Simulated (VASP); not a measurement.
# VO2 (P4_2/mnm) in VASP: single point with PBE

Aim: the single point of VO2 with PBE.

Everything below comes from runs of VASP 6.6.1. Logs are shortened: lines on timing, memory, paths and dates and some standing lists are left out, and cuts for length are marked.

### 1 The cell of the first run

The structure is tetragonal, space group P4_2/mnm (No. 136). The conventional cell has a = 4.584 Å, b = 4.584 Å, c = 2.838 Å, α = 90.00°, β = 90.00°, γ = 90.00°. V (site symmetry mmm) has 6 O at 1.92 to 1.94 Å within 2.5 Å. O (site symmetry m2m) has 3 V at 1.92 to 1.94 Å within 2.5 Å.

### 2 Single point, PBE, collinear spin, ferromagnetic start

The input, INCAR:

```
SYSTEM = VO2
PREC     = Accurate       ! precision mode
ENCUT    = 520            ! plane-wave cutoff, eV
EDIFF    = 1E-6           ! SCF threshold, eV
ISMEAR   = 0              ! smearing method
SIGMA    = 0.1            ! smearing width, eV
LREAL    = .FALSE.        ! projectors in reciprocal space
LASPH    = .TRUE.         ! aspherical terms in the spheres
NELM     = 150            ! most SCF steps
ALGO     = Normal         ! electronic algorithm
ISIF     = 2              ! what is computed and relaxed
LWAVE    = .FALSE.        ! write WAVECAR
LCHARG   = .FALSE.        ! write CHGCAR
ISPIN    = 2              ! spin polarisation
MAGMOM   = 0.91 0.91 0 0 0 0 ! initial moments
LORBIT   = 11             ! projections on sites
LMAXMIX  = 4              ! l up to which the mixer works
GGA      = PE             ! functional
NBANDS   = 38             ! bands
```

The input, KPOINTS:

```
Automatic mesh
0
G
  8 8 12
  0 0 0
```

The input, POSCAR:

```
VO2
1.0
    4.5835459936      0.0000000000      0.0000000000
    0.0000000000      4.5835459936      0.0000000000
    0.0000000000      0.0000000000      2.8383680575
V O
2 4
Direct
    0.0000000000      0.0000000000      0.0000000000
    0.5000000000      0.5000000000      0.5000000000
    0.2999928513      0.2999928513      0.0000000000
    0.2000071487      0.7999928513      0.5000000000
    0.7000071487      0.7000071487      0.0000000000
    0.7999928513      0.2000071487      0.5000000000
```

Potentials or basis: VASP PAW PBE potentials, release 64 (V_sv, O).

The run is started by

```console
$ cat potpaw_PBE.64/V_sv/POTCAR potpaw_PBE.64/O/POTCAR > POTCAR
$ mpirun -np 1 vasp_std > vasp.out
```

OUTCAR:

```text
SYSTEM = VO2
   PREC = Accurate
   ENCUT = 520
   EDIFF = 1E-6
   ISMEAR = 0
   LREAL = .FALSE.
   LASPH = .TRUE.
   NELM = 150
   ISIF = 2
   ISPIN = 2
   LORBIT = 11
   GGA = PE

 ion  position               nearest neighbor table
   1  0.000  0.000  0.000-   4 1.92   6 1.92   4 1.92   6 1.92   5 1.94   3 1.94
   2  0.500  0.500  0.500-   3 1.92   5 1.92   3 1.92   5 1.92   4 1.94   6 1.94
   3  0.300  0.300  0.000-   2 1.92   2 1.92   1 1.94
   4  0.200  0.800  0.500-   1 1.92   1 1.92   2 1.94
   5  0.700  0.700  0.000-   2 1.92   2 1.92   1 1.94
   6  0.800  0.200  0.500-   1 1.92   1 1.92   2 1.94

  LATTYP: Found a simple tetragonal cell.
 ALAT       =     4.5835459936
 C/A-ratio  =     0.6192515710

  Lattice vectors:

 A1 = (   4.5835459936,   0.0000000000,   0.0000000000)
 A2 = (   0.0000000000,   4.5835459936,   0.0000000000)
 A3 = (   0.0000000000,   0.0000000000,   2.8383680575)

Analysis of symmetry for initial positions (statically):
=====================================================================
 Subroutine PRICEL returns:
 Original cell was already a primitive cell.

 Routine SETGRP: Setting up the symmetry group for a
 simple tetragonal supercell.

 Subroutine GETGRP returns: Found 16 space group operations
 (whereof  8 operations were pure point group operations)
 out of a pool of 16 trial point group operations.

The static configuration has the point symmetry D_2h.
 The point group associated with its full space group is D_4h.

Analysis of symmetry for dynamics (positions and initial velocities):
=====================================================================
 Subroutine PRICEL returns:
 Original cell was already a primitive cell.

 Routine SETGRP: Setting up the symmetry group for a
 simple tetragonal supercell.

 Subroutine GETGRP returns: Found 16 space group operations
 (whereof  8 operations were pure point group operations)
 out of a pool of 16 trial point group operations.

The dynamic configuration has the point symmetry D_2h.
 The point group associated with its full space group is D_4h.

Analysis of structural, dynamic, and magnetic symmetry:
=====================================================================
 Subroutine PRICEL returns:
 Original cell was already a primitive cell.

 Routine SETGRP: Setting up the symmetry group for a
 simple tetragonal supercell.

 Subroutine GETGRP returns: Found 16 space group operations
 (whereof  8 operations were pure point group operations)
 out of a pool of 16 trial point group operations.

The overall configuration has the point symmetry D_2h.
 The point group associated with its full space group is D_4h.

 Subroutine INISYM returns: Found 16 space group operations
 (whereof  8 operations are pure point group operations),
 and found     1 'primitive' translations

----------------------------------------------------------------------------------------

                                     Primitive cell

  volume of cell :      59.6310

  direct lattice vectors                    reciprocal lattice vectors
     4.583545994  0.000000000  0.000000000     0.218171695  0.000000000  0.000000000
     0.000000000  4.583545994  0.000000000     0.000000000  0.218171695  0.000000000
     0.000000000  0.000000000  2.838368057     0.000000000  0.000000000  0.352315126

  length of vectors
     4.583545994  4.583545994  2.838368057     0.218171695  0.218171695  0.352315126

  position of ions in fractional coordinates (direct lattice)
     0.000000000  0.000000000  0.000000000
     0.500000000  0.500000000  0.500000000
     0.299992851  0.299992851  0.000000000
     0.200007149  0.799992851  0.500000000
     0.700007149  0.700007149  0.000000000
     0.799992851  0.200007149  0.500000000

  ion indices of the primitive-cell ions
   primitive index   ion index
                 1           1
                 2           2
                 3           3
                 4           4
                 5           5
                 6           6

----------------------------------------------------------------------------------------

 KPOINTS: Automatic mesh

Automatic generation of k-mesh.
 Grid dimensions read from file:
 generate k-points for:    8    8   12

 Generating k-lattice:

  Cartesian coordinates                     Fractional coordinates (reciprocal lattice)
     0.027271462  0.000000000  0.000000000     0.125000000  0.000000000  0.000000000
     0.000000000  0.027271462  0.000000000     0.000000000  0.125000000  0.000000000
     0.000000000  0.000000000  0.029359594     0.000000000  0.000000000  0.083333333

  Length of vectors
     0.027271462  0.027271462  0.029359594

  Shift w.r.t. Gamma in fractional coordinates (k-lattice)
     0.000000000  0.000000000  0.000000000

 Subroutine IBZKPT returns following result:
 ===========================================

 Found    105 irreducible k-points:

 Following reciprocal coordinates:
            Coordinates               Weight
  0.000000  0.000000  0.000000      1.000000
  0.125000  0.000000  0.000000      4.000000
  0.250000  0.000000  0.000000      4.000000
  0.375000  0.000000  0.000000      4.000000
  0.500000  0.000000  0.000000      2.000000
  0.125000  0.125000  0.000000      4.000000
[... 16 lines left out ...]
  0.375000  0.125000  0.083333     16.000000
  0.500000  0.125000  0.083333      8.000000
 [... further k-points ...]
   k-points           NKPTS =    105   k-points in BZ     NKDIM =    105   number of bands    NBANDS=     38
   number of dos      NEDOS =    301   number of ions     NIONS =      6
   total plane-waves  NPLWV =  31104
   dimension x,y,z NGX =    36 NGY =   36 NGZ =   24
   dimension x,y,z NGXF=    72 NGYF=   72 NGZF=   48
   ions per type =               2   4
   NGX,Y,Z   is equivalent  to a cutoff of  13.06, 13.06, 14.06 a.u.
   NGXF,Y,Z  is equivalent  to a cutoff of  26.11, 26.11, 28.11 a.u.
 SYSTEM =  VO2
   PREC   = accura    normal or accurate (medium, high low for compatibility)
   ISTART =      0    job   : 0-new  1-cont  2-samecut
   ICHARG =      2    charge: 1-file 2-atom 10-const
   ISPIN  =      2    spin polarized calculation?
   LNONCOLLINEAR =      F non collinear calculations
   LSORBIT =      F    spin-orbit coupling
   LASPH  =      T    aspherical Exc in radial PAW
   ENCUT  =  520.0 eV  38.22 Ry    6.18 a.u.   8.52  8.52  5.28*2*pi/ulx,y,z
   NELM   =    150;   NELMIN=  2; NELMDL= -5     # of ELM steps
   EDIFF  = 0.1E-05   stopping-criterion for ELM
   LREAL  =      F    real-space projection
   EDIFFG = 0.1E-04   stopping-criterion for IOM
   NSW    =      0    number of steps for IOM
   IBRION =     -1    ionic relax: 0-MD 1-quasi-New 2-CG
   NFREE  =      0    steps in history (QN), initial steepest desc. (CG)
   ISIF   =      2    stress and relaxation
   ISYM   =      2    0-nonsym 1-usesym 2-fastsym
   POTIM  = 0.5000    time-step for ionic-motion
   TEBEG  =    0.0;   TEEND  =   0.0 temperature during run
   PSTRESS=    0.0 pullay stress
   NELECT =      50.0000    total number of electrons
   NUPDOWN=      -1.0000    fix difference up-down
   EMIN   =  10.00;   EMAX   =-10.00  energy-range for DOS
   EFERMI =   0.00;   METHOD = LEGACY
   ISMEAR =     0;   SIGMA  =   0.10  broadening in eV -4-tet -1-fermi 0-gaus
   EFERMI_NEDOS =   21; number of points for ismear=-14 and -15
   IALGO  =     38    algorithm
   IMIX   =      4    mixing-type and parameters
     AMIX     =   0.40;   BMIX     =  1.00
     AMIX_MAG =   1.60;   BMIX_MAG =  1.00
  volume/ion in A,a.u.               =       9.94        67.07
  Fermi-wavevector in a.u.,A,eV,Ry     =   1.543740  2.917246 32.424502  2.383134
  Thomas-Fermi vector in A             =   2.649360
   LORBIT       =     11    0 simple, 1 ext, 2 COOP (PROOUT), +10 PAW based schemes
   GGA     = PE    functional components
   LHFCALC =     F    Hartree Fock is set to
   AEXX    =    0.0000 exact exchange contribution
   IVDW    =     0    specifies the selected vdW correction
   LEPSILON=     F    determine dielectric tensor
   LRPA    =     F    only Hartree local field effects (RPA)
 spin polarized calculation
 Gauss-broadening in eV      SIGMA  =   0.10
  energy-cutoff  :      520.00
  volume of cell :       59.63
 maximum number of plane-waves:      1623
 NGX is ok and might be reduce to    36
   NGX = 17   NGY = 17   NGZ = 11

 number of electron      49.9999981 magnetization       1.9987705

 Free energy of the ion-electron system (eV)
  ---------------------------------------------------
  ext. energy  EPLUGINS =         0.00000000
  ---------------------------------------------------
  free energy    TOTEN  =       -51.96444002 eV

  energy without entropy =      -51.94882572  energy(sigma->0) =      -51.95663287

 E-fermi :   6.1809     XC(G=0): -11.7142

 val. band max:        6.1754379411   @ k =   0.1250   0.1250   0.0000
 cond. band min:       6.1821604383   @ k =   0.0000   0.0000   0.4167
 fundamental gap:      0.0067224972
 Fermi energy:         6.1809418541

 spin component 1

 k-point     1 :       0.0000    0.0000    0.0000
  band No.  band energies     occupation
      1     -59.9087      1.00000
      2     -59.9001      1.00000
      3     -33.7354      1.00000
      4     -33.7354      1.00000
      5     -33.6585      1.00000
      6     -33.6536      1.00000
[... 29 lines left out ...]
     36      16.6536      0.00000
     37      16.6536      0.00000
[... 918 lines left out ...]
     36      15.6155      0.00000
     37      18.5069      0.00000

 [... further k-points ...]

 spin component 2

 k-point     1 :       0.0000    0.0000    0.0000
  band No.  band energies     occupation
      1     -58.8054      1.00000
      2     -58.7962      1.00000
      3     -32.6441      1.00000
      4     -32.6441      1.00000
      5     -32.5939      1.00000
      6     -32.5746      1.00000
[... 29 lines left out ...]
     36      16.9185      0.00000
     37      16.9185      0.00000
[... 918 lines left out ...]
     36      15.7365      0.00000
     37      18.7829      0.00000

 [... further k-points ...]

 [bands above 37 left out]

------------------------ aborting loop because EDIFF is reached ----------------------------------------

  FORCE on cell =-STRESS in cart. coord.  units (eV):
  Direction    XX          YY          ZZ          XY          YZ          ZX
  --------------------------------------------------------------------------------------
  -------------------------------------------------------------------------------------
  Total        0.2555884      0.2555884      0.3966630      0.0000000      0.0000000      0.0000000
  in kB        6.8672013      6.8672013     10.6576236      0.0000000      0.0000000      0.0000000
  external PRESSURE =       8.1306754 kB  Pullay stress =       0.0000000 kB

 VOLUME and BASIS-vectors are now :
 -----------------------------------------------------------------------------
  energy-cutoff  :      520.00
  volume of cell :       59.63
      direct lattice vectors                 reciprocal lattice vectors
     4.583545994  0.000000000  0.000000000     0.218171695  0.000000000  0.000000000
     0.000000000  4.583545994  0.000000000     0.000000000  0.218171695  0.000000000
     0.000000000  0.000000000  2.838368057     0.000000000  0.000000000  0.352315126

 POSITION                                       TOTAL-FORCE (eV/Angst)
 -----------------------------------------------------------------------------------
      0.00000      0.00000      0.00000        -0.000000     -0.000000      0.000000
      2.29177      2.29177      1.41918        -0.000000     -0.000000      0.000000
      1.37503      1.37503      0.00000        -0.021934     -0.021934     -0.000000
      0.91674      3.66680      1.41918         0.021934     -0.021934      0.000000
      3.20851      3.20851      0.00000         0.021934      0.021934      0.000000
      3.66680      0.91674      1.41918        -0.021934      0.021934      0.000000
 -----------------------------------------------------------------------------------
    total drift:                                0.000000      0.000000      0.000000

  FREE ENERGIE OF THE ION-ELECTRON SYSTEM (eV)
  ---------------------------------------------------
  free  energy   TOTEN  =       -51.9644400151 eV

  energy  without entropy=      -51.9488257183  energy(sigma->0) =      -51.95663287

 total charge

# of ion       s       p       d       tot
------------------------------------------
    1        2.281   6.333   2.902  11.516
    2        2.281   6.333   2.902  11.516
    3        1.572   3.473   0.000   5.046
    4        1.572   3.473   0.000   5.046
    5        1.572   3.473   0.000   5.046
    6        1.572   3.473   0.000   5.046
--------------------------------------------------
tot         10.851  26.561   5.805  43.216

 magnetization (x)

# of ion       s       p       d       tot
------------------------------------------
    1        0.013   0.012   1.024   1.049
    2        0.013   0.012   1.024   1.049
    3       -0.002  -0.051   0.000  -0.053
    4       -0.002  -0.051   0.000  -0.053
    5       -0.002  -0.051   0.000  -0.053
    6       -0.002  -0.051   0.000  -0.053
--------------------------------------------------
tot          0.018  -0.180   2.048   1.885
```

Run time: 2.5 min. Hardware: 1 thread of Intel Xeon 6975P-C (Granite Rapids), shared host; peak memory 0.42 GiB.

Results:

```yaml
Free_energy: -51.9644 eV
Pressure: 0.8 GPa
Largest_force: 0.031 eV/Å
Band_gap_on_the_k_mesh: zero (filled and empty bands overlap)
Net_moment: 2.00 μB per cell
Site_moments: V +1.05; O -0.05 μB
Valence_electrons_inside_the_program's_atomic_spheres: V 11.52; O 5.05
```

Forces in eV/Å, atoms in the order of the input:
```
V    0.000  0.000  0.000
V    0.000  0.000  0.000
O   -0.022 -0.022  0.000
O    0.022 -0.022  0.000
O    0.022  0.022  0.000
O   -0.022  0.022  0.000
```

Caveat: semilocal functionals often make such compounds metallic where correlation or magnetic order opens a gap, which also shifts bond lengths.
